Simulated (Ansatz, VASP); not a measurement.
## Two plane-wave programs on C

```xyz
8
Lattice="2.5349 0.0000 0.0000 -1.2675 2.1953 0.0000 0.0000 0.0000 8.2803" Properties=species:S:1:pos:R:3 pbc="T T T"
C     0.0000    0.0000    0.7695
C     0.0000    0.0000    4.9097
C     0.0000    0.0000    3.3706
C     0.0000    0.0000    7.5108
C     0.0000    1.4635    1.2876
C     1.2675    0.7318    5.4277
C     0.0000    1.4635    2.8526
C     1.2675    0.7318    6.9928
```

Change from the starting cell: strain +0.0100 x Voigt [1, 1, 0, 0, 0, 0], atoms carried along.

Alike in both runs: task single point; functional r2SCAN; k mesh 12 × 12 × 4; occupations gaussian, width 0.05 eV; no spin polarisation.

|  | VASP | Ansatz |
| --- | --- | --- |
| version | VASP 6.6.1 | Ansatz 0.2.0 |
| potentials or method | VASP PAW PBE potentials, release 64 (C), cutoff 520 eV | scalar-relativistic, plane waves, PAW |
| valence electrons in the cell | 32 | 32 |

VASP gave:

```
gap on the k mesh at the Fermi level (eV)                     : 4.61
least direct gap on the mesh (eV)                             : 5.39
pressure (GPa)                                                : -7.6
traceless stress, the component that is largest in VASP (GPa) : 8.01
rms of the force components (eV/Å)                            : 0.011
```

Which values does Ansatz return?

gap on the k mesh at the Fermi level (eV): 4.64; least direct gap on the mesh (eV): 5.43; pressure (GPa): -8.6; traceless stress, the component that is largest in VASP (GPa): 7.98; rms of the force components (eV/Å): 0.012.

VASP's potentials were made for PBE, not for r2SCAN. Atom by atom the forces differ by 0.002 eV/Å (rms over components). The functional is the same, so the differences come from potentials, cutoffs and numerics.
